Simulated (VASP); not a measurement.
Write the native input for VASP 6.6.1 that does the following.

```
Task                   : relaxation of cell and atoms
Functional             : LDA
Potentials or basis    : VASP PAW LDA potentials, release 64 (Zn, S)
Cutoff                 : 600 eV
k mesh                 : 6 × 6 × 4
Occupations            : gaussian, width 0.01 eV
Spin                   : no spin polarisation
Target pressure        : 1 GPa
Dipole correction      : no
Further INCAR settings : ALGO = Normal; EDIFF = 1e-07; IBRION = 2; EDIFFG = -0.002; NSW = 100; ISIF = 3
```

The structure of ZnS lies in POSCAR:

```
ZnS
1.0
    3.7382251180      0.0000000000      0.0000000000
   -1.8691125590      3.2373979173      0.0000000000
    0.0000000000      0.0000000000      6.1430235041
Zn S
2 2
Direct
    0.3333333333      0.6666666667      0.0055916599
    0.6666666667      0.3333333333      0.5055916599
    0.3333333333      0.6666666667      0.3794083401
    0.6666666667      0.3333333333      0.8794083401
```

One way to write it, as run:

INCAR

```
SYSTEM = ZnS
PREC     = Accurate       ! precision mode
ENCUT    = 600            ! plane-wave cutoff, eV
EDIFF    = 1E-7           ! SCF threshold, eV
ISMEAR   = 0              ! smearing method
SIGMA    = 0.01           ! smearing width, eV
LREAL    = .False.        ! projectors in reciprocal space
LASPH    = .True.         ! aspherical terms in the spheres
NELM     = 80             ! most SCF steps
ALGO     = Normal         ! electronic algorithm
ISIF     = 3              ! what is computed and relaxed
LWAVE    = .False.        ! write WAVECAR
LCHARG   = .False.        ! write CHGCAR
GGA      = CA             ! functional
IBRION   = 2              ! ionic algorithm
NSW      = 100            ! ionic steps
EDIFFG   = -0.002         ! ionic threshold
PSTRESS  = 10.0
```

KPOINTS

```
regular mesh
0
Gamma
  6 6 4
  0 0 0
```

Potentials or basis: VASP PAW LDA potentials, release 64 (Zn, S).

The run is started by

```console
$ cat potpaw_LDA.64/Zn/POTCAR potpaw_LDA.64/S/POTCAR > POTCAR
$ mpirun -np 1 vasp_std > vasp.out
```

It gave:

- Relaxed volume: 18.43 Å³/atom
- Relaxed cell: a = 3.728 Å, b = 3.728 Å, c = 6.125 Å, α = 90.00°, β = 90.00°, γ = 120.00°
- Space group after relaxing (to 0.05 Å): P6_3mc (No. 186)
- Energy change on relaxing (the enthalpy is what falls): +0.6 meV/atom
- Ionic steps: 3
- Pressure after relaxing: 1.0 GPa
- Band gap on the k mesh: 2.26 eV, direct

Caveat: the cell is relaxed towards a set pressure, so the enthalpy falls and the energy may rise.

Run time: 79 s on 1 thread of Intel(R) Xeon(R) Platinum 8488C (Sapphire Rapids), with other jobs on the host, peak memory 0.19 GiB.
